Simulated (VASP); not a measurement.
# Fe (Fm-3m) in VASP: relaxation of cell and atoms with r2SCAN

Aim: the relaxation of cell and atoms of Fe with r2SCAN.

All numbers are computed with VASP 6.6.1; they aren't measurements. Logs are shortened: lines on timing, memory, paths and dates and some standing lists are left out, and cuts for length are marked.

### Step 1. The cell of the first run

It takes space group Fm-3m (No. 225, cubic). The conventional cell has a = 3.612 Å, b = 3.612 Å, c = 3.612 Å, α = 90.00°, β = 90.00°, γ = 90.00°. Within 3.4 Å of Fe (site symmetry m-3m) lie 12 Fe at 2.55 Å.

This isn't the form of Fe at room conditions, which is bcc.

### Step 2. Relaxation of cell and atoms, r2SCAN, collinear spin, antiferromagnetic start

POSCAR reads:

```
Fe
1.0
    2.5537611755      0.0000000000      0.0000000000
    0.0000000000      2.5537611755      0.0000000000
    0.0000000000      0.0000000000      3.6115636895
Fe
2
Direct
    0.0000000000      0.0000000000      0.0000000000
    0.5000000000      0.5000000000      0.5000000000
```

INCAR.step1 reads:

```
SYSTEM = Fe
PREC = Accurate
ENCUT = 600
ISMEAR = -1
SIGMA = 0.05
LREAL = .FALSE.
LASPH = .TRUE.
NELM = 150
ISPIN = 2
MAGMOM = 2.5 -2.5
LMAXMIX = 4
GGA = PE
ALGO = Normal
EDIFF = 1E-4
LWAVE = .TRUE.
LCHARG = .FALSE.
```

INCAR.step2 reads:

```
SYSTEM = Fe
PREC = Accurate
ENCUT = 600
EDIFF = 1E-6
ISMEAR = -1
SIGMA = 0.05
LREAL = .FALSE.
LASPH = .TRUE.
NELM = 150
ALGO = Normal
ISIF = 3
LWAVE = .FALSE.
LCHARG = .FALSE.
ISPIN = 2
MAGMOM = 2.5 -2.5
LORBIT = 11
LMAXMIX = 4
METAGGA = R2SCAN
LMIXTAU = .TRUE.
IBRION = 2
NSW = 80
EDIFFG = -0.01
ISTART = 1
```

KPOINTS reads:

```
regular mesh
0
G
  12 12 9
  0 0 0
```

Potentials or basis: VASP PAW PBE potentials, release 64 (Fe).

Command:

```console
$ cat potpaw_PBE.64/Fe/POTCAR > POTCAR
$ cp INCAR.step1 INCAR
$ mpirun -np 1 vasp_std > vasp.out
$ cp INCAR.step2 INCAR
$ mpirun -np 1 vasp_std > vasp.out
```

OUTCAR:

```text
SYSTEM = Fe
   PREC = Accurate
   ENCUT = 600
   EDIFF = 1E-6
   ISMEAR = -1
   LREAL = .FALSE.
   LASPH = .TRUE.
   NELM = 150
   ISIF = 3
   ISPIN = 2
   LORBIT = 11
   METAGGA = R2SCAN
   IBRION = 2
   NSW = 80
   EDIFFG = -0.01
   ISTART = 1

 ion  position               nearest neighbor table
   1  0.000  0.000  0.000-   2 2.55   2 2.55   2 2.55   2 2.55   2 2.55   2 2.55   2 2.55   2 2.55

   2  0.500  0.500  0.500-   1 2.55   1 2.55   1 2.55   1 2.55   1 2.55   1 2.55   1 2.55   1 2.55

  LATTYP: Found a simple tetragonal cell.
 ALAT       =     2.5537611755
 C/A-ratio  =     1.4142135624

  Lattice vectors:

 A1 = (   2.5537611755,   0.0000000000,   0.0000000000)
 A2 = (   0.0000000000,   2.5537611755,   0.0000000000)
 A3 = (   0.0000000000,   0.0000000000,   3.6115636895)

Analysis of symmetry for initial positions (statically):
=====================================================================
 Subroutine PRICEL returns following result:

  LATTYP: Found a face centered cubic cell.
 ALAT       =     3.6115636895

  Lattice vectors:

 A1 = (  -1.2768805878,  -1.2768805878,  -1.8057818448)
 A2 = (   1.2768805878,  -1.2768805878,  -1.8057818448)
 A3 = (   0.0000000000,  -2.5537611755,   0.0000000000)

   2 primitive cells build up your supercell.

 Routine SETGRP: Setting up the symmetry group for a
 simple tetragonal supercell.

 Subroutine GETGRP returns: Found 16 space group operations
 (whereof 16 operations were pure point group operations)
 out of a pool of 16 trial point group operations.

The static configuration has the point symmetry D_4h.

Analysis of symmetry for dynamics (positions and initial velocities):
=====================================================================
 Subroutine PRICEL returns following result:

  LATTYP: Found a face centered cubic cell.
 ALAT       =     3.6115636895

  Lattice vectors:

 A1 = (  -1.2768805878,  -1.2768805878,  -1.8057818448)
 A2 = (   1.2768805878,  -1.2768805878,  -1.8057818448)
 A3 = (   0.0000000000,  -2.5537611755,   0.0000000000)

   2 primitive cells build up your supercell.

 Routine SETGRP: Setting up the symmetry group for a
 simple tetragonal supercell.

 Subroutine GETGRP returns: Found 16 space group operations
 (whereof 16 operations were pure point group operations)
 out of a pool of 16 trial point group operations.

The dynamic configuration has the point symmetry D_4h.

Analysis of structural, dynamic, and magnetic symmetry:
=====================================================================
 Subroutine PRICEL returns following result:

  LATTYP: Found a face centered cubic cell.
 ALAT       =     3.6115636895

  Lattice vectors:

 A1 = (  -1.2768805878,  -1.2768805878,  -1.8057818448)
 A2 = (   1.2768805878,  -1.2768805878,  -1.8057818448)
 A3 = (   0.0000000000,  -2.5537611755,   0.0000000000)

   2 primitive cells build up your supercell.

 Routine SETGRP: Setting up the symmetry group for a
 simple tetragonal supercell.

 Subroutine GETGRP returns: Found 16 space group operations
 (whereof 16 operations were pure point group operations)
 out of a pool of 16 trial point group operations.

The overall configuration has the point symmetry D_4h.

 Subroutine INISYM returns: Found 16 space group operations
 (whereof 16 operations are pure point group operations),
 and found     2 'primitive' translations

----------------------------------------------------------------------------------------

                                     Primitive cell

  volume of cell :      11.7768

  direct lattice vectors                    reciprocal lattice vectors
    -1.276880588 -1.276880588 -1.805781845    -0.391579295  0.000000000 -0.276888375
     1.276880588 -1.276880588 -1.805781845     0.391579295  0.000000000 -0.276888375
     0.000000000 -2.553761176  0.000000000     0.000000000 -0.391579295  0.276888375

  length of vectors
     2.553761176  2.553761176  2.553761176     0.479584733  0.479584733  0.479584733

  position of ions in fractional coordinates (direct lattice)
     0.000000000  0.000000000  0.000000000

  ion indices of the primitive-cell ions
   primitive index   ion index
                 1           1

----------------------------------------------------------------------------------------

 KPOINTS: regular mesh

Automatic generation of k-mesh.
 Grid dimensions read from file:
 generate k-points for:   12   12    9

 Generating k-lattice:

  Cartesian coordinates                     Fractional coordinates (reciprocal lattice)
     0.032631608  0.000000000  0.000000000     0.083333333  0.000000000  0.000000000
     0.000000000  0.032631608  0.000000000     0.000000000  0.083333333  0.000000000
     0.000000000  0.000000000  0.030765375     0.000000000  0.000000000  0.111111111

  Length of vectors
     0.032631608  0.032631608  0.030765375

  Shift w.r.t. Gamma in fractional coordinates (k-lattice)
     0.000000000  0.000000000  0.000000000

 Subroutine IBZKPT returns following result:
 ===========================================

 Found    140 irreducible k-points:

 Following reciprocal coordinates:
            Coordinates               Weight
  0.000000  0.000000  0.000000      1.000000
  0.083333  0.000000  0.000000      4.000000
  0.166667  0.000000  0.000000      4.000000
  0.250000  0.000000  0.000000      4.000000
  0.333333  0.000000  0.000000      4.000000
  0.416667  0.000000  0.000000      4.000000
[... 16 lines left out ...]
  0.333333  0.333333  0.000000      4.000000
  0.416667  0.333333  0.000000      8.000000
 [... further k-points ...]
   k-points           NKPTS =    140   k-points in BZ     NKDIM =    140   number of bands    NBANDS=     12
   number of dos      NEDOS =    301   number of ions     NIONS =      2
   total plane-waves  NPLWV =  12000
   dimension x,y,z NGX =    20 NGY =   20 NGZ =   30
   dimension x,y,z NGXF=    40 NGYF=   40 NGZF=   60
   ions per type =               2
   NGX,Y,Z   is equivalent  to a cutoff of  13.02, 13.02, 13.81 a.u.
   NGXF,Y,Z  is equivalent  to a cutoff of  26.04, 26.04, 27.62 a.u.
 SYSTEM =  Fe
   PREC   = accura    normal or accurate (medium, high low for compatibility)
   ISTART =      1    job   : 0-new  1-cont  2-samecut
   ICHARG =      0    charge: 1-file 2-atom 10-const
   ISPIN  =      2    spin polarized calculation?
   LNONCOLLINEAR =      F non collinear calculations
   LSORBIT =      F    spin-orbit coupling
   LASPH  =      T    aspherical Exc in radial PAW
   ENCUT  =  600.0 eV  44.10 Ry    6.64 a.u.   5.10  5.10  7.21*2*pi/ulx,y,z
   NELM   =    150;   NELMIN=  2; NELMDL=  0     # of ELM steps
   EDIFF  = 0.1E-05   stopping-criterion for ELM
   LREAL  =      F    real-space projection
   EDIFFG = -.1E-01   stopping-criterion for IOM
   NSW    =     80    number of steps for IOM
   IBRION =      2    ionic relax: 0-MD 1-quasi-New 2-CG
   NFREE  =      1    steps in history (QN), initial steepest desc. (CG)
   ISIF   =      3    stress and relaxation
   ISYM   =      2    0-nonsym 1-usesym 2-fastsym
   POTIM  = 0.5000    time-step for ionic-motion
   TEBEG  =    0.0;   TEEND  =   0.0 temperature during run
   PSTRESS=    0.0 pullay stress
   NELECT =      16.0000    total number of electrons
   NUPDOWN=      -1.0000    fix difference up-down
   EMIN   =  10.00;   EMAX   =-10.00  energy-range for DOS
   EFERMI =   0.00;   METHOD = LEGACY
   ISMEAR =    -1;   SIGMA  =   0.05  broadening in eV -4-tet -1-fermi 0-gaus
   EFERMI_NEDOS =   21; number of points for ismear=-14 and -15
   IALGO  =     38    algorithm
   IMIX   =      4    mixing-type and parameters
     AMIX     =   0.40;   BMIX     =  1.00
     AMIX_MAG =   1.60;   BMIX_MAG =  1.00
  volume/ion in A,a.u.               =      11.78        79.47
  Fermi-wavevector in a.u.,A,eV,Ry     =   1.439117  2.719537 28.178465  2.071059
  Thomas-Fermi vector in A             =   2.558009
   LORBIT       =     11    0 simple, 1 ext, 2 COOP (PROOUT), +10 PAW based schemes
   METAGGA = R2SCAN    functional components
   LHFCALC =     F    Hartree Fock is set to
   AEXX    =    0.0000 exact exchange contribution
   IVDW    =     0    specifies the selected vdW correction
   LEPSILON=     F    determine dielectric tensor
   LRPA    =     F    only Hartree local field effects (RPA)
 conjugate gradient relaxation of ions
 spin polarized calculation
  energy-cutoff  :      600.00
  volume of cell :       23.55
 maximum number of plane-waves:       800
   NGX = 11   NGY = 11   NGZ = 15

--------------------------------------- Ionic step        1  -------------------------------------------

 number of electron      15.9999985 magnetization       0.0000000

 number of electron      15.9999985 magnetization      -0.0000000

 Free energy of the ion-electron system (eV)
  ---------------------------------------------------
  ext. energy  EPLUGINS =         0.00000000
  ---------------------------------------------------
  free energy    TOTEN  =       -27.95023459 eV

  energy without entropy =      -27.93488207  energy(sigma->0) =      -27.94255833

------------------------ aborting loop because EDIFF is reached ----------------------------------------

  FORCE on cell =-STRESS in cart. coord.  units (eV):
  Direction    XX          YY          ZZ          XY          YZ          ZX
  --------------------------------------------------------------------------------------
  -------------------------------------------------------------------------------------
  Total       -1.1748413     -1.1748413      1.1194194      0.0000000      0.0000000     -0.0000000
  in kB      -79.9160369    -79.9160369     76.1460839      0.0000000      0.0000000     -0.0000000
  external PRESSURE =     -27.8953299 kB  Pullay stress =       0.0000000 kB
[... 213 lines left out ...]
--------------------------------------- Ionic step        7  -------------------------------------------

 number of electron      15.9999985 magnetization      -0.0000000

 number of electron      15.9999985 magnetization       0.0000000

 Free energy of the ion-electron system (eV)
  ---------------------------------------------------
  ext. energy  EPLUGINS =         0.00000000
  ---------------------------------------------------
  free energy    TOTEN  =       -28.06978185 eV

  energy without entropy =      -28.05314967  energy(sigma->0) =      -28.06146576

 E-fermi :   6.1807     XC(G=0): -14.2691

 val. band max:        6.1721200602   @ k =   0.4167   0.3333   0.4444
 cond. band min:       6.1900350195   @ k =   0.5000   0.3333   0.1111
 fundamental gap:      0.0179149593
 Fermi energy:         6.1807349822

 spin component 1

 k-point     1 :       0.0000    0.0000    0.0000
  band No.  band energies     occupation
      1      -3.1558      1.00000
      2       0.7564      1.00000
      3       1.6164      1.00000
      4       3.7765      1.00000
      5       3.7765      1.00000
      6       3.8886      1.00000
      7       4.4848      1.00000
      8       5.1846      1.00000
      9       6.5061      0.00149
     10       7.8504      0.00000
     11       7.8504      0.00000
     12       8.9405      0.00000
[... 331 lines left out ...]
 k-point    24 :       0.4167    0.3333    0.0000
  band No.  band energies     occupation
      1       0.7782      1.00000
      2       1.6636      1.00000
      3       1.8176      1.00000
      4       1.9339      1.00000
      5       4.7101      1.00000
      6       5.7079      0.99992
      7       6.4647      0.00340
      8       6.5770      0.00036
      9       6.8912      0.00000
     10       7.0684      0.00000
     11       8.1659      0.00000
     12      11.7685      0.00000

 [... further k-points ...]

 spin component 2

 k-point     1 :       0.0000    0.0000    0.0000
  band No.  band energies     occupation
      1      -3.1558      1.00000
      2       0.7564      1.00000
      3       1.6164      1.00000
      4       3.7765      1.00000
      5       3.7765      1.00000
      6       3.8886      1.00000
      7       4.4848      1.00000
      8       5.1846      1.00000
      9       6.5061      0.00149
     10       7.8504      0.00000
     11       7.8504      0.00000
     12       8.9405      0.00000
[... 331 lines left out ...]
 k-point    24 :       0.4167    0.3333    0.0000
  band No.  band energies     occupation
      1       0.7782      1.00000
      2       1.6636      1.00000
      3       1.8176      1.00000
      4       1.9339      1.00000
      5       4.7101      1.00000
      6       5.7079      0.99992
      7       6.4647      0.00340
      8       6.5770      0.00036
      9       6.8912      0.00000
     10       7.0684      0.00000
     11       8.1659      0.00000
     12      11.7685      0.00000

 [... further k-points ...]
[... 5 lines left out ...]
  --------------------------------------------------------------------------------------
  -------------------------------------------------------------------------------------
  Total        0.0044319      0.0044319     -0.0027965     -0.0000000      0.0000000     -0.0000000
  in kB        0.3126657      0.3126657     -0.1972886     -0.0000000      0.0000000     -0.0000000
  external PRESSURE =       0.1426810 kB  Pullay stress =       0.0000000 kB
[... 17 lines left out ...]
  FREE ENERGIE OF THE ION-ELECTRON SYSTEM (eV)
  ---------------------------------------------------
  free  energy   TOTEN  =       -28.0697818534 eV

  energy  without entropy=      -28.0531496717  energy(sigma->0) =      -28.06146576

 reached required accuracy - stopping structural energy minimisation

 total charge

# of ion       s       p       d       tot
------------------------------------------
    1        0.509   0.605   6.168   7.281
    2        0.509   0.605   6.168   7.281
--------------------------------------------------
tot          1.017   1.209  12.337  14.563

 magnetization (x)

# of ion       s       p       d       tot
------------------------------------------
    1        0.038   0.057   2.343   2.437
    2       -0.038  -0.057  -2.343  -2.437
--------------------------------------------------
tot          0.000  -0.000   0.000   0.000
```

It took 26 min on 1 thread of Oxide Virtual Turin-like, shared host; peak memory 0.18 GiB.

What came out:

```
Free energy                                           : -28.0698 eV
Relaxed volume                                        : 11.36 Å³/atom
Relaxed cell                                          : a = 2.409 Å, b = 2.409 Å, c = 3.915 Å, α = 90.00°, β = 90.00°, γ = 90.00°
Space group after relaxing (to 0.1 Å)                 : I4/mmm (No. 139)
Energy gained by relaxing                             : 59.8 meV/atom
Ionic steps                                           : 7
Pressure after relaxing                               : 0.0 GPa
Band gap on the k mesh                                : zero (filled and empty bands overlap)
Net moment                                            : 0.00 μB per cell
Site moments                                          : Fe +2.44, -2.44 μB
Valence electrons inside the program's atomic spheres : Fe 7.28
```

Step by step:
| step | energy change (eV) | largest force (eV/Å) | pressure (GPa) | volume (Å³) |
| --- | --- | --- | --- | --- |
| 1 | 0.0000 | 0.0000 | -2.79 | 23.55 |
| 2 | -0.0727 | 0.0000 | 0.58 | 22.84 |
| 3 | -0.1075 | 0.0000 | 4.07 | 21.99 |
| 4 | -0.1180 | 0.0000 | -0.71 | 22.89 |
| 5 | -0.1194 | 0.0000 | 0.32 | 22.65 |
| 6 | -0.1194 | 0.0000 | 0.25 | 22.66 |
| 7 | -0.1195 | 0.0000 | 0.01 | 22.71 |

Final structure:
```
Fe
1.0
     2.40863    0.00000    0.00000
     0.00000    2.40863    0.00000
     0.00000    0.00000    3.91450
Fe
2
Direct
  0.00000 0.00000 0.00000
  0.50000 0.50000 0.50000
```

Caveat: the antiferromagnetic order is the one typed at the start, and another may lie lower; the PAW data sets were made with another functional, which shifts forces and pressure a little.
